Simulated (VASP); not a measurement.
Crystal: Te.

```
CELL_PARAMETERS angstrom
4.45400 0.00000 0.00000
-2.22700 3.85728 0.00000
0.00000 0.00000 5.92400
ATOMIC_POSITIONS crystal
Te 0.73100 0.73100 0.00000
Te 0.00000 0.26900 0.66667
Te 0.26900 0.00000 0.33333
```

- Program: VASP 6.6.1
- Task: relaxation of cell and atoms
- Functional: r2SCAN
- Potentials or basis: VASP PAW PBE potentials, release 64 (Te)
- Cutoff: 600 eV
- k mesh: 7 × 7 × 5
- Occupations: fermi-dirac, width 0.05 eV
- Spin: no spin polarisation

At the start: pressure 0.9 GPa; volume 33.93 Å³/atom.

Question: How do energy, volume and symmetry change on relaxing?

Answer: Over 13 steps the energy falls by 7.5 meV/atom and the volume is 36.24 Å³/atom (+6.8 %); space group P3_121 (No. 152, to 0.1 Å) before and after.

The path:
| step | energy change (eV) | largest force (eV/Å) | pressure (GPa) | volume (Å³) |
| --- | --- | --- | --- | --- |
| 1 | 0.0000 | 0.0617 | 0.91 | 101.78 |
| 2 | -0.0053 | 0.1914 | -0.40 | 104.65 |
| 3 | -0.0061 | 0.1577 | -0.07 | 103.88 |
| 4 | -0.0100 | 0.1361 | -0.05 | 104.37 |
| 5 | -0.0184 | 0.0607 | 0.06 | 105.85 |
| 6 | -0.0187 | 0.1459 | 0.49 | 108.81 |
| 7 | -0.0215 | 0.0336 | 0.24 | 107.31 |
| 8 | -0.0206 | 0.0545 | -0.46 | 109.66 |
| 9 | -0.0221 | 0.0001 | -0.03 | 108.20 |
| 10 | -0.0221 | 0.0018 | -0.04 | 108.25 |
| 11 | -0.0224 | 0.0006 | -0.04 | 108.51 |
| 12 | -0.0225 | 0.0003 | -0.03 | 108.67 |
| 13 | -0.0225 | 0.0009 | 0.00 | 108.71 |

Final structure:
```
Te
1.0
     4.60796    0.00000    0.00000
    -2.30398    3.99061    0.00000
     0.00000    0.00000    5.91200
Te
3
Direct
  0.74495 0.74495 0.00000
  0.00000 0.25505 0.66667
  0.25505 0.00000 0.33333
```

Caveat: the PAW data sets were made with another functional, which shifts forces and pressure a little.
